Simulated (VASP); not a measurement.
# AlNi3 (Pm-3m) in VASP: a series of runs

The runs below take AlNi3 through single point, relaxation of cell and atoms, with PBE+D3(BJ).

Program: VASP 6.6.1. These are calculated values, not measurements. Logs are shortened: lines on timing, memory, paths and dates and some standing lists are left out, and cuts for length are marked.

## (1) The cell of the first run

It takes space group Pm-3m (No. 221, cubic). Conventional cell: a = 3.524 Å, b = 3.524 Å, c = 3.524 Å, α = 90.00°, β = 90.00°, γ = 90.00°. Within 3.3 Å of Al (site symmetry m-3m) lie 12 Ni at 2.49 Å. Within 3.3 Å of Ni (site symmetry 4/mmm) lie 4 Al at 2.49 Å and 8 Ni at 2.49 Å.

## (2) Single point, PBE+D3(BJ), collinear spin, ferromagnetic start

INCAR reads:

```
SYSTEM = AlNi3
PREC     = Accurate       ! precision mode
ENCUT    = 520            ! plane-wave cutoff, eV
EDIFF    = 1E-6           ! SCF threshold, eV
ISMEAR   = 0              ! smearing method
SIGMA    = 0.1            ! smearing width, eV
LREAL    = .False.        ! projectors in reciprocal space
LASPH    = .True.         ! aspherical terms in the spheres
NELM     = 150            ! most SCF steps
ALGO     = Normal         ! electronic algorithm
ISIF     = 2              ! what is computed and relaxed
LWAVE    = .False.        ! write WAVECAR
LCHARG   = .False.        ! write CHGCAR
ISPIN    = 2              ! spin polarisation
MAGMOM   = 0 0.3 0.3 0.3  ! initial moments
LORBIT   = 11             ! projections on sites
LMAXMIX  = 4              ! l up to which the mixer works
GGA      = PE             ! functional
IVDW     = 12             ! dispersion correction
NBANDS   = 28             ! bands
```

KPOINTS reads:

```
Automatic mesh
0
Gamma
  12 12 12
  0 0 0
```

POSCAR reads:

```
AlNi3
1.0
    3.5239869683      0.0000000000      0.0000000000
    0.0000000000      3.5239869683      0.0000000000
    0.0000000000      0.0000000000      3.5239869683
Al Ni
1 3
Direct
    0.0000000000      0.0000000000      0.0000000000
    0.0000000000      0.5000000000      0.5000000000
    0.5000000000      0.0000000000      0.5000000000
    0.5000000000      0.5000000000      0.0000000000
```

Potentials or basis: VASP PAW PBE potentials, release 64 (Al, Ni).

Started as:

```sh
$ cat potpaw_PBE.64/Al/POTCAR potpaw_PBE.64/Ni/POTCAR > POTCAR
$ mpirun -np 1 vasp_std > vasp.out
```

OUTCAR:

```text
SYSTEM = AlNi3
   PREC = Accurate
   ENCUT = 520
   EDIFF = 1E-6
   ISMEAR = 0
   LREAL = .False.
   LASPH = .True.
   NELM = 150
   ISIF = 2
   ISPIN = 2
   LORBIT = 11
   GGA = PE
   IVDW = 12
 IVDW          = 12

 ion  position               nearest neighbor table
   1  0.000  0.000  0.000-   2 2.49   3 2.49   4 2.49   2 2.49   3 2.49   2 2.49   4 2.49   2 2.49
                             3 2.49   4 2.49   3 2.49   4 2.49
   2  0.000  0.500  0.500-   1 2.49   3 2.49   4 2.49   1 2.49   4 2.49   1 2.49   3 2.49   1 2.49
                             3 2.49   4 2.49   4 2.49   3 2.49
   3  0.500  0.000  0.500-   1 2.49   2 2.49   4 2.49   1 2.49   4 2.49   2 2.49   4 2.49   4 2.49
                             1 2.49   2 2.49   1 2.49   2 2.49
   4  0.500  0.500  0.000-   1 2.49   2 2.49   3 2.49   2 2.49   3 2.49   1 2.49   3 2.49   3 2.49
                             1 2.49   2 2.49   2 2.49   1 2.49

  LATTYP: Found a simple cubic cell.
 ALAT       =     3.5239869683

  Lattice vectors:

 A1 = (   3.5239869683,   0.0000000000,   0.0000000000)
 A2 = (   0.0000000000,   3.5239869683,   0.0000000000)
 A3 = (   0.0000000000,   0.0000000000,   3.5239869683)

Analysis of symmetry for initial positions (statically):
=====================================================================
 Subroutine PRICEL returns:
 Original cell was already a primitive cell.

 Routine SETGRP: Setting up the symmetry group for a
 simple cubic supercell.

 Subroutine GETGRP returns: Found 48 space group operations
 (whereof 48 operations were pure point group operations)
 out of a pool of 48 trial point group operations.

The static configuration has the point symmetry O_h .

Analysis of symmetry for dynamics (positions and initial velocities):
=====================================================================
 Subroutine PRICEL returns:
 Original cell was already a primitive cell.

 Routine SETGRP: Setting up the symmetry group for a
 simple cubic supercell.

 Subroutine GETGRP returns: Found 48 space group operations
 (whereof 48 operations were pure point group operations)
 out of a pool of 48 trial point group operations.

The dynamic configuration has the point symmetry O_h .

Analysis of structural, dynamic, and magnetic symmetry:
=====================================================================
 Subroutine PRICEL returns:
 Original cell was already a primitive cell.

 Routine SETGRP: Setting up the symmetry group for a
 simple cubic supercell.

 Subroutine GETGRP returns: Found 48 space group operations
 (whereof 48 operations were pure point group operations)
 out of a pool of 48 trial point group operations.

The overall configuration has the point symmetry O_h .

 Subroutine INISYM returns: Found 48 space group operations
 (whereof 48 operations are pure point group operations),
 and found     1 'primitive' translations

----------------------------------------------------------------------------------------

                                     Primitive cell

  volume of cell :      43.7626

  direct lattice vectors                    reciprocal lattice vectors
     3.523986968  0.000000000  0.000000000     0.283769494  0.000000000  0.000000000
     0.000000000  3.523986968  0.000000000     0.000000000  0.283769494  0.000000000
     0.000000000  0.000000000  3.523986968     0.000000000  0.000000000  0.283769494

  length of vectors
     3.523986968  3.523986968  3.523986968     0.283769494  0.283769494  0.283769494

  position of ions in fractional coordinates (direct lattice)
     0.000000000  0.000000000  0.000000000
     0.000000000  0.500000000  0.500000000
     0.500000000  0.000000000  0.500000000
     0.500000000  0.500000000  0.000000000

  ion indices of the primitive-cell ions
   primitive index   ion index
                 1           1
                 2           2
                 3           3
                 4           4

----------------------------------------------------------------------------------------

 KPOINTS: Automatic mesh

Automatic generation of k-mesh.
 Grid dimensions read from file:
 generate k-points for:   12   12   12

 Generating k-lattice:

  Cartesian coordinates                     Fractional coordinates (reciprocal lattice)
     0.023647458  0.000000000  0.000000000     0.083333333  0.000000000  0.000000000
     0.000000000  0.023647458  0.000000000     0.000000000  0.083333333  0.000000000
     0.000000000  0.000000000  0.023647458     0.000000000  0.000000000  0.083333333

  Length of vectors
     0.023647458  0.023647458  0.023647458

  Shift w.r.t. Gamma in fractional coordinates (k-lattice)
     0.000000000  0.000000000  0.000000000

 Subroutine IBZKPT returns following result:
 ===========================================

 Found     84 irreducible k-points:

 Following reciprocal coordinates:
            Coordinates               Weight
  0.000000  0.000000  0.000000      1.000000
  0.083333  0.000000  0.000000      6.000000
  0.166667  0.000000  0.000000      6.000000
  0.250000  0.000000  0.000000      6.000000
  0.333333  0.000000  0.000000      6.000000
  0.416667  0.000000  0.000000      6.000000
[... 16 lines left out ...]
  0.333333  0.333333  0.000000     12.000000
  0.416667  0.333333  0.000000     24.000000
 [... further k-points ...]
   k-points           NKPTS =     84   k-points in BZ     NKDIM =     84   number of bands    NBANDS=     28
   number of dos      NEDOS =    301   number of ions     NIONS =      4
   total plane-waves  NPLWV =  21952
   dimension x,y,z NGX =    28 NGY =   28 NGZ =   28
   dimension x,y,z NGXF=    56 NGYF=   56 NGZF=   56
   ions per type =               1   3
   NGX,Y,Z   is equivalent  to a cutoff of  13.21, 13.21, 13.21 a.u.
   NGXF,Y,Z  is equivalent  to a cutoff of  26.42, 26.42, 26.42 a.u.
 SYSTEM =  AlNi3
   PREC   = accura    normal or accurate (medium, high low for compatibility)
   ISTART =      0    job   : 0-new  1-cont  2-samecut
   ICHARG =      2    charge: 1-file 2-atom 10-const
   ISPIN  =      2    spin polarized calculation?
   LNONCOLLINEAR =      F non collinear calculations
   LSORBIT =      F    spin-orbit coupling
   LASPH  =      T    aspherical Exc in radial PAW
   ENCUT  =  520.0 eV  38.22 Ry    6.18 a.u.   6.55  6.55  6.55*2*pi/ulx,y,z
   NELM   =    150;   NELMIN=  2; NELMDL= -5     # of ELM steps
   EDIFF  = 0.1E-05   stopping-criterion for ELM
   LREAL  =      F    real-space projection
   EDIFFG = 0.1E-04   stopping-criterion for IOM
   NSW    =      0    number of steps for IOM
   IBRION =     -1    ionic relax: 0-MD 1-quasi-New 2-CG
   NFREE  =      0    steps in history (QN), initial steepest desc. (CG)
   ISIF   =      2    stress and relaxation
   ISYM   =      2    0-nonsym 1-usesym 2-fastsym
   POTIM  = 0.5000    time-step for ionic-motion
   TEBEG  =    0.0;   TEEND  =   0.0 temperature during run
   PSTRESS=    0.0 pullay stress
   NELECT =      33.0000    total number of electrons
   NUPDOWN=      -1.0000    fix difference up-down
   EMIN   =  10.00;   EMAX   =-10.00  energy-range for DOS
   EFERMI =   0.00;   METHOD = LEGACY
   ISMEAR =     0;   SIGMA  =   0.10  broadening in eV -4-tet -1-fermi 0-gaus
   EFERMI_NEDOS =   21; number of points for ismear=-14 and -15
   IALGO  =     38    algorithm
   IMIX   =      4    mixing-type and parameters
     AMIX     =   0.40;   BMIX     =  1.00
     AMIX_MAG =   1.60;   BMIX_MAG =  1.00
  volume/ion in A,a.u.               =      10.94        73.83
  Fermi-wavevector in a.u.,A,eV,Ry     =   1.490088  2.815858 30.209853  2.220362
  Thomas-Fermi vector in A             =   2.602914
   LORBIT       =     11    0 simple, 1 ext, 2 COOP (PROOUT), +10 PAW based schemes
   GGA     = PE    functional components
   LHFCALC =     F    Hartree Fock is set to
   AEXX    =    0.0000 exact exchange contribution
   IVDW    =    12    specifies the selected vdW correction
   LEPSILON=     F    determine dielectric tensor
   LRPA    =     F    only Hartree local field effects (RPA)
 spin polarized calculation
 Gauss-broadening in eV      SIGMA  =   0.10
  energy-cutoff  :      520.00
  volume of cell :       43.76
 maximum number of plane-waves:      1208
 NGX is ok and might be reduce to    28
   NGX = 13   NGY = 13   NGZ = 13

 number of electron      32.9999981 magnetization       0.6916935

 Free energy of the ion-electron system (eV)
  ---------------------------------------------------
  ext. energy  EPLUGINS =         0.00000000
  ---------------------------------------------------
  free energy    TOTEN  =       -21.87091215 eV

  energy without entropy =      -21.85480595  energy(sigma->0) =      -21.86285905

 E-fermi :   9.9237     XC(G=0): -12.8498

 val. band max:        9.9225850619   @ k =   0.3333   0.2500   0.0833
 cond. band min:       9.9237315357   @ k =   0.3333   0.3333   0.1667
 fundamental gap:      0.0011464738
 Fermi energy:         9.9236762889

 spin component 1

 k-point     1 :       0.0000    0.0000    0.0000
  band No.  band energies     occupation
      1      -0.2410      1.00000
      2       5.4498      1.00000
      3       6.1344      1.00000
      4       6.1344      1.00000
      5       6.4982      1.00000
      6       6.4982      1.00000
[... 20 lines left out ...]
     27      24.1448      0.00000
     28      24.1448      0.00000

 k-point     2 :       0.0833    0.0000    0.0000
  band No.  band energies     occupation
      1      -0.1542      1.00000
      2       5.4782      1.00000
      3       6.0842      1.00000
      4       6.1896      1.00000
      5       6.5130      1.00000
      6       6.5130      1.00000
[... 674 lines left out ...]
 k-point    24 :       0.4167    0.3333    0.0000
  band No.  band energies     occupation
      1       2.9416      1.00000
      2       4.6719      1.00000
      3       5.6161      1.00000
      4       6.6816      1.00000
      5       6.7003      1.00000
      6       7.1186      1.00000
[... 20 lines left out ...]
     27      23.5795      0.00000
     28      23.9299      0.00000

 [... further k-points ...]

 spin component 2

 k-point     1 :       0.0000    0.0000    0.0000
  band No.  band energies     occupation
      1      -0.2702      1.00000
      2       5.5240      1.00000
      3       6.2810      1.00000
      4       6.2810      1.00000
      5       6.7773      1.00000
      6       6.7773      1.00000
[... 20 lines left out ...]
     27      24.1436      0.00000
     28      24.1436      0.00000

 k-point     2 :       0.0833    0.0000    0.0000
  band No.  band energies     occupation
      1      -0.1835      1.00000
      2       5.5515      1.00000
      3       6.2230      1.00000
      4       6.3375      1.00000
      5       6.7885      1.00000
      6       6.7885      1.00000
[... 674 lines left out ...]
 k-point    24 :       0.4167    0.3333    0.0000
  band No.  band energies     occupation
      1       2.9185      1.00000
      2       4.6861      1.00000
      3       5.6748      1.00000
      4       6.7594      1.00000
      5       6.8459      1.00000
      6       7.3861      1.00000
[... 20 lines left out ...]
     27      23.5602      0.00000
     28      23.9424      0.00000

 [... further k-points ...]

------------------------ aborting loop because EDIFF is reached ----------------------------------------

 Edisp (eV)   -1.88945

 E8    (eV) :    -0.8255

  FORCE on cell =-STRESS in cart. coord.  units (eV):
  Direction    XX          YY          ZZ          XY          YZ          ZX
  --------------------------------------------------------------------------------------
  -------------------------------------------------------------------------------------
  Total      -0.00943    -0.00943    -0.00943    -0.00000    -0.00000     0.00000
  in kB      -0.34511    -0.34511    -0.34511    -0.00000    -0.00000     0.00000
  external pressure =       -0.35 kB  Pullay stress =        0.00 kB

 VOLUME and BASIS-vectors are now :
 -----------------------------------------------------------------------------
  energy-cutoff  :      520.00
  volume of cell :       43.76
      direct lattice vectors                 reciprocal lattice vectors
     3.523986968  0.000000000  0.000000000     0.283769494  0.000000000  0.000000000
     0.000000000  3.523986968  0.000000000     0.000000000  0.283769494  0.000000000
     0.000000000  0.000000000  3.523986968     0.000000000  0.000000000  0.283769494

 POSITION                                       TOTAL-FORCE (eV/Angst)
 -----------------------------------------------------------------------------------
      0.00000      0.00000      0.00000         0.000000      0.000000      0.000000
      0.00000      1.76199      1.76199         0.000000      0.000000      0.000000
      1.76199      0.00000      1.76199         0.000000      0.000000      0.000000
      1.76199      1.76199      0.00000         0.000000      0.000000      0.000000
 -----------------------------------------------------------------------------------
    total drift:                                0.000000      0.000000      0.000000

  FREE ENERGIE OF THE ION-ELECTRON SYSTEM (eV)
  ---------------------------------------------------
  free  energy   TOTEN  =       -23.7603669561 eV

  energy  without entropy=      -23.7442607591  energy(sigma->0) =      -23.75231386

 total charge

# of ion       s       p       d       tot
------------------------------------------
    1        0.412   0.405   0.000   0.817
    2        0.507   0.545   8.395   9.446
    3        0.507   0.545   8.395   9.446
    4        0.507   0.545   8.395   9.446
--------------------------------------------------
tot          1.932   2.040  25.184  29.157

 magnetization (x)

# of ion       s       p       d       tot
------------------------------------------
    1       -0.001  -0.008   0.000  -0.009
    2       -0.003  -0.010   0.259   0.246
    3       -0.003  -0.010   0.259   0.246
    4       -0.003  -0.010   0.259   0.246
--------------------------------------------------
tot         -0.010  -0.038   0.777   0.730
```

Run time: 3 min. Hardware: 1 thread of Intel Xeon Platinum 8375C at 2.90GHz (Ice Lake), shared host; peak memory 0.28 GiB.

Results:

```
Free energy                                           : -23.7604 eV
Pressure                                              : 0.0 GPa
Net moment                                            : 0.69 μB per cell
Site moments                                          : Al -0.01; Ni +0.25 μB
Valence electrons inside the program's atomic spheres : Al 0.82; Ni 9.45
Dispersion energy per atom                            : -0.472 eV
```

Caveat: pairwise dispersion overbinds metals, which lowers pressure and volume.

## (3) Relaxation of cell and atoms, PBE+D3(BJ), collinear spin, ferromagnetic start

This run uses another cell than the first one, of 11.34 Å³/atom, 1.037 times its volume.

INCAR reads:

```
SYSTEM = AlNi3
PREC = Accurate
ENCUT = 600
EDIFF = 1E-6
ISMEAR = 0
SIGMA = 0.1
LREAL = .FALSE.
LASPH = .TRUE.
NELM = 150
ALGO = Normal
ISIF = 3
LWAVE = .FALSE.
LCHARG = .FALSE.
ISPIN = 2
MAGMOM = 0 0.3 0.3 0.3
LORBIT = 11
LMAXMIX = 4
GGA = PE
IVDW = 12
IBRION = 2
NSW = 70
EDIFFG = -0.005
LUSENCCL = .FALSE.
```

KPOINTS reads:

```
Automatic mesh
0
G
  12 12 12
  0 0 0
```

POSCAR reads:

```
AlNi3
1.0
    3.5666788946      0.0000000000      0.0000000000
    0.0000000000      3.5666788946      0.0000000000
    0.0000000000      0.0000000000      3.5666788946
Al Ni
1 3
Direct
    0.0000000000      0.0000000000      0.0000000000
    0.0000000000      0.5000000000      0.5000000000
    0.5000000000      0.0000000000      0.5000000000
    0.5000000000      0.5000000000      0.0000000000
```

Potentials or basis: VASP PAW PBE potentials, release 64 (Al, Ni).

Started as:

```sh
$ cat potpaw_PBE.64/Al/POTCAR potpaw_PBE.64/Ni/POTCAR > POTCAR
$ mpirun -np 1 vasp_std > vasp.out
```

Run time: 17 min. Hardware: 1 × NVIDIA H100 80GB with 1 thread of AMD EPYC 7R13 (Zen 3), shared host; peak memory 1.3 GiB.

It converged, with:

| Item | Value |
| --- | --- |
| Free energy | -23.7604 eV |
| Relaxed volume | 10.94 Å³/atom |
| Relaxed cell | a = 3.524 Å, b = 3.524 Å, c = 3.524 Å, α = 90.00°, β = 90.00°, γ = 90.00° |
| Space group after relaxing (to 0.05 Å) | Pm-3m (No. 221) |
| Energy gained by relaxing | 8.8 meV/atom |
| Ionic steps | 4 |
| Pressure after relaxing | 0.0 GPa |
| Net moment | 0.69 μB per cell |
| Site moments | Al -0.01; Ni +0.25 μB |
| Valence electrons inside the program's atomic spheres | Al 0.82; Ni 9.45 |
| Dispersion energy per atom | -0.472 eV |

Step by step:
| step | energy change (eV) | largest force (eV/Å) | pressure (GPa) | volume (Å³) |
| --- | --- | --- | --- | --- |
| 1 | 0.0000 | 0.0000 | -6.58 | 45.37 |
| 2 | -0.0078 | 0.0000 | 6.70 | 42.38 |
| 3 | -0.0353 | 0.0000 | 0.12 | 43.74 |
| 4 | -0.0352 | 0.0000 | -0.03 | 43.77 |

Final structure:
```
Al Ni
1.0
     3.52415    0.00000    0.00000
     0.00000    3.52415    0.00000
     0.00000    0.00000    3.52415
Al Ni
1 3
Direct
  0.00000 0.00000 0.00000
  0.00000 0.50000 0.50000
  0.50000 0.00000 0.50000
  0.50000 0.50000 0.00000
```

Levels at points of the mesh, in eV from the Fermi level:
Spin up:
| k point | band 14 | band 15 | band 16 | band 17 | band 18 | band 19 | band 20 |
| --- | --- | --- | --- | --- | --- | --- | --- |
| (0.00, 0.00, 0.00) | -0.07 | -0.07 | -0.07 | 0.88 | 0.88 | 0.88 | 6.72 |
| (0.50, 0.00, 0.00) | -1.20 | -1.08 | -0.52 | -0.07 | 5.64 | 5.64 | 5.68 |
| (0.50, 0.50, 0.00) | -1.23 | -1.01 | -0.99 | -0.60 | 0.88 | 0.88 | 8.31 |
| (0.50, 0.50, 0.50) | -1.10 | -1.10 | -0.25 | -0.25 | -0.25 | -0.21 | 3.56 |
Spin down:
```csv
k point,band 13,band 14,band 15,band 16,band 17,band 18,band 19,band 20
"(0.00, 0.00, 0.00)",0.01,0.35,0.35,0.35,0.84,0.84,0.84,6.80
"(0.50, 0.00, 0.00)",-0.96,-0.96,-0.85,-0.34,0.36,5.70,5.70,5.73
"(0.50, 0.50, 0.00)",-1.18,-1.12,-0.81,-0.61,-0.47,1.16,1.16,8.35
"(0.50, 0.50, 0.50)",-1.20,-0.92,-0.92,-0.23,0.11,0.11,0.11,3.65
```

Caveat: pairwise dispersion overbinds metals, which lowers pressure and volume.
